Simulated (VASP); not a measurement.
Wanted: the native input for a VASP 6.6.1 run.

```
Task                   : single point
Functional             : PBEsol
Potentials or basis    : VASP PAW PBE potentials, release 64 (K_sv, Cl)
Cutoff                 : 520 eV
k mesh                 : 7 × 7 × 7
Occupations            : gaussian, width 0.1 eV
Spin                   : no spin polarisation
Dipole correction      : no
Further INCAR settings : ALGO = Normal; EDIFF = 1e-06; NBANDS = 15
```

The structure of KCl (Sylvite) lies in POSCAR:

```
KCl
1.0
    0.0000000000      3.1464700000      3.1464700000
    3.1464700000      0.0000000000      3.1464700000
    3.1464700000      3.1464700000      0.0000000000
K Cl
1 1
Direct
    0.0000000000      0.0000000000      0.0000000000
    0.5000000000      0.5000000000      0.5000000000
```

The input as run:

INCAR

```
SYSTEM = KCl
  PREC = Accurate
  ENCUT = 520
  EDIFF = 1E-6
  ISMEAR = 0
  SIGMA = 0.1
  LREAL = .False.
  LASPH = .True.
  NELM = 60
  ALGO = Normal
  ISIF = 2
  LWAVE = .False.
  LCHARG = .True.
  GGA = PS
  LELF = .True.
  LVHAR = .True.
  NBANDS = 15
```

KPOINTS

```
regular mesh
0
Gamma
  7 7 7
  0 0 0
```

Potentials or basis: VASP PAW PBE potentials, release 64 (K_sv, Cl).

Run with:

```console
$ cat potpaw_PBE.64/K_sv/POTCAR potpaw_PBE.64/Cl/POTCAR > POTCAR
$ mpirun -np 1 vasp_std > vasp.out
```

Results of the run:

- Pressure: -0.4 GPa
- Band gap on the k mesh: 5.02 eV, direct

Caveat: the PAW data sets were made with another functional, which shifts forces and pressure a little.

Run time: 39 s on 1 thread of AMD EPYC 7R43 64-Core Processor (Zen 3) (shared host), peak memory 0.17 GiB.
